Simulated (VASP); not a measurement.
# MoS2 (P6_3/mmc) in VASP: further runs, part 2 of 2

VASP 6.6.1. The steps go on from the part before.

### 3 Single point, PBE

INCAR reads:

```
PREC = Accurate ; ENCUT = 520
EDIFF = 1E-6 ; ISMEAR = -1
SIGMA = 0.01 ; LREAL = False
LASPH = True ; NELM = 100
ALGO = Normal ; ISIF = 2
LWAVE = False ; LCHARG = False
GGA = PE ; NBANDS = 35
```

KPOINTS reads:

```
Automatic mesh
0
Gamma
  7 7 2
```

POSCAR reads:

```
MoS2
1.0
    3.1400001000      0.0000000000      0.0000000000
   -1.5700000500      2.7193198500      0.0000000000
    0.0000000000      0.0000000000     12.5300000000
Mo S
2 4
Direct
    0.3333333300      0.6666666700      0.2500000000
    0.6666666700      0.3333333300      0.7500000000
    0.3333333300      0.6666666700      0.6250000000
    0.6666666700      0.3333333300      0.1250000000
    0.3333333300      0.6666666700      0.8750000000
    0.6666666700      0.3333333300      0.3750000000
```

Potentials or basis: VASP PAW PBE potentials, release 64 (Mo_sv, S).

Command:

```bash
> cat potpaw_PBE.64/Mo_sv/POTCAR potpaw_PBE.64/S/POTCAR > POTCAR
> mpirun -np 1 vasp_std > vasp.out
```

OUTCAR:

```text
PREC = Accurate
   ENCUT = 520
   EDIFF = 1E-6
   ISMEAR = -1
   LREAL = False
   LASPH = True
   NELM = 100
   ISIF = 2
   GGA = PE

 ion  position               nearest neighbor table
   1  0.333  0.667  0.250-   4 2.40   6 2.40   4 2.40   6 2.40   4 2.40   6 2.40
   2  0.667  0.333  0.750-   3 2.40   5 2.40   3 2.40   5 2.40   3 2.40   5 2.40
   3  0.333  0.667  0.625-   2 2.40   2 2.40   2 2.40
   4  0.667  0.333  0.125-   1 2.40   1 2.40   1 2.40
   5  0.333  0.667  0.875-   2 2.40   2 2.40   2 2.40
   6  0.667  0.333  0.375-   1 2.40   1 2.40   1 2.40

  LATTYP: Found a hexagonal cell.
 ALAT       =     3.1400001000
 C/A-ratio  =     3.9904457328

  Lattice vectors:

 A1 = (   3.1400001000,   0.0000000000,   0.0000000000)
 A2 = (  -1.5700000500,   2.7193198500,   0.0000000000)
 A3 = (   0.0000000000,   0.0000000000,  12.5300000000)

Analysis of symmetry for initial positions (statically):
=====================================================================
 Subroutine PRICEL returns:
 Original cell was already a primitive cell.

[... 172 lines left out ...]
 val. band max:        7.3908790063   @ k =   0.0000   0.0000   0.0000
 cond. band min:       8.5093707129   @ k =   0.1429   0.1429   0.0000
 fundamental gap:      1.1184917066
 Fermi energy:         7.7026321866

 k-point     1 :       0.0000    0.0000    0.0000
  band No.  band energies     occupation
      1     -53.9791      2.00000
      2     -53.9791      2.00000
      3     -28.1501      2.00000
      4     -28.1500      2.00000
      5     -27.8964      2.00000
      6     -27.8964      2.00000
[... 597 lines left out ...]
     34      11.7519      0.00000
     35      14.2428      0.00000

------------------------ aborting loop because EDIFF is reached ----------------------------------------

  FORCE on cell =-STRESS in cart. coord.  units (eV):
  Direction    XX          YY          ZZ          XY          YZ          ZX
  --------------------------------------------------------------------------------------
  -------------------------------------------------------------------------------------
  Total        3.1862977      3.1862977      2.1698994      0.0000000     -0.0000000     -0.0000000
  in kB       47.7151078     47.7151077     32.4944468      0.0000000     -0.0000000     -0.0000000
  external PRESSURE =      42.6415541 kB  Pullay stress =       0.0000000 kB

 VOLUME and BASIS-vectors are now :
 -----------------------------------------------------------------------------
  energy-cutoff  :      520.00
  volume of cell :      106.99
      direct lattice vectors                 reciprocal lattice vectors
     3.140000100  0.000000000  0.000000000     0.318471327  0.183869507  0.000000000
    -1.570000050  2.719319850  0.000000000     0.000000000  0.367739014  0.000000000
     0.000000000  0.000000000 12.530000000     0.000000000  0.000000000  0.079808460

 POSITION                                       TOTAL-FORCE (eV/Angst)
 -----------------------------------------------------------------------------------
     -0.00000      1.81288      3.13250        -0.000000      0.000000     -0.000000
      1.57000      0.90644      9.39750        -0.000000     -0.000000     -0.000000
     -0.00000      1.81288      7.83125         0.000000      0.000000     -0.118163
      1.57000      0.90644      1.56625        -0.000000     -0.000000     -0.118163
     -0.00000      1.81288     10.96375         0.000000      0.000000      0.118163
      1.57000      0.90644      4.69875         0.000000      0.000000      0.118163
 -----------------------------------------------------------------------------------
    total drift:                               -0.000014      0.000008     -0.000000

  FREE ENERGIE OF THE ION-ELECTRON SYSTEM (eV)
  ---------------------------------------------------
  free  energy   TOTEN  =       -43.6024740466 eV

  energy  without entropy=      -43.6024740466  energy(sigma->0) =      -43.60247405
```

OSZICAR:

```text
N       E                     dE             d eps       ncg     rms          rms(c)
DAV:   1     0.432706018902E+03    0.43271E+03   -0.29370E+04  1264   0.141E+03
DAV:   2    -0.231266048085E+02   -0.45583E+03   -0.43957E+03  1350   0.363E+02
DAV:   3    -0.459861367725E+02   -0.22860E+02   -0.22427E+02  1370   0.730E+01
DAV:   4    -0.464611033548E+02   -0.47497E+00   -0.47387E+00  1318   0.107E+01
DAV:   5    -0.464701595783E+02   -0.90562E-02   -0.90547E-02  1335   0.149E+00    0.352E+01
DAV:   6    -0.443432532927E+02    0.21269E+01   -0.11774E+01  1201   0.221E+01    0.128E+01
DAV:   7    -0.439725380640E+02    0.37072E+00   -0.56469E+00  1168   0.144E+01    0.833E+00
DAV:   8    -0.436002777206E+02    0.37226E+00   -0.85549E-01  1185   0.633E+00    0.301E+00
DAV:   9    -0.436112877967E+02   -0.11010E-01   -0.10650E-01  1287   0.161E+00    0.137E+00
DAV:  10    -0.436025299298E+02    0.87579E-02   -0.35914E-02  1221   0.127E+00    0.397E-01
DAV:  11    -0.436026491896E+02   -0.11926E-03   -0.20089E-03  1212   0.241E-01    0.221E-01
DAV:  12    -0.436024665436E+02    0.18265E-03   -0.45073E-04  1249   0.124E-01    0.117E-01
DAV:  13    -0.436024696091E+02   -0.30656E-05   -0.18723E-04  1250   0.681E-02    0.775E-03
DAV:  14    -0.436024733743E+02   -0.37652E-05   -0.12303E-05  1145   0.167E-02    0.165E-02
DAV:  15    -0.436024740466E+02   -0.67231E-06   -0.82716E-07   847   0.454E-03
   1 F= -.43602474E+02 E0= -.43602474E+02  d E =-.189549E-15
```

stdout:

```text
POSCAR found type information on POSCAR MoS
 POSCAR found :  2 types and       6 ions
 scaLAPACK will be used
 LDA part: xc-table for (Slater+PW92), standard interpolation
 POSCAR, INCAR and KPOINTS ok, starting setup
 FFT: planning ... GRIDC
 FFT: planning ... GRID_SOFT
 FFT: planning ... GRID
 WAVECAR not read
 entering main loop
```

Wall time 66 s (1 thread of Intel Xeon 8259CL, shared host); peak memory 0.24 GiB.

What came out:

```yaml
Free_energy: -43.6025 eV
Pressure: 4.3 GPa
Largest_force: 0.118 eV/Å
Band_gap_on_the_k_mesh: 1.12 eV (least direct gap 2.14 eV)
```

Forces in eV/Å, atoms in the order of the input:
```
Mo   0.000  0.000  0.000
Mo   0.000  0.000  0.000
S    0.000  0.000 -0.118
S    0.000  0.000 -0.118
S    0.000  0.000  0.118
S    0.000  0.000  0.118
```

Stress tensor (GPa, compression positive):
```
4.77 0.00 0.00
0.00 4.77 0.00
0.00 0.00 3.25
```

Caveat: the cell stands under pressure; an odd mesh through Γ misses points on the zone boundary, where band edges can lie; this functional lacks dispersion, which binds the layers, so the pressure and a relaxed spacing across them are unreliable.

### 4 Single point, PBE

INCAR reads:

```
SYSTEM = MoS2
PREC = Accurate ; ENCUT = 520
EDIFF = 1E-6 ; ISMEAR = -1
SIGMA = 0.05 ; LREAL = .FALSE.
LASPH = .TRUE. ; NELM = 60
ALGO = Normal ; ISIF = 2
LWAVE = .FALSE. ; LCHARG = .FALSE.
GGA = PE ; NBANDS = 35
```

KPOINTS reads:

```
regular mesh
0
G
  7 7 2
  0 0 0
```

POSCAR is that of step 3.

Command:

```bash
> cat potpaw_PBE.64/Mo_sv/POTCAR potpaw_PBE.64/S/POTCAR > POTCAR
> mpirun -np 1 vasp_std > vasp.out
```

It took 71 s on 1 thread of Intel Xeon 8259CL, shared host; peak memory 0.24 GiB.

Results (log left out):

```
Free energy            : -43.6025 eV
Pressure               : 4.3 GPa
Largest force          : 0.118 eV/Å
Band gap on the k mesh : 1.12 eV (least direct gap 2.14 eV)
```

Forces in eV/Å, atoms in the order of the input:
```
Mo   0.000  0.000  0.000
Mo   0.000  0.000  0.000
S    0.000  0.000 -0.118
S    0.000  0.000 -0.118
S    0.000  0.000  0.118
S    0.000  0.000  0.118
```

Stress tensor (GPa, compression positive):
```
4.77 0.00 0.00
0.00 4.77 0.00
0.00 0.00 3.25
```

Levels at points of the mesh, in eV from the valence-band top:
```
           k point  band 24  band 25  band 26  band 27  band 28  band 29
(0.00, 0.00, 0.00)    -1.29    -1.11     0.00     2.30     2.30     2.32
(0.00, 0.00, 0.50)    -2.00    -0.29    -0.29     2.30     2.30     2.30
```

Caveat: the cell stands under pressure; an odd mesh through Γ misses points on the zone boundary, where band edges can lie; this functional lacks dispersion, which binds the layers, so the pressure and a relaxed spacing across them are unreliable.
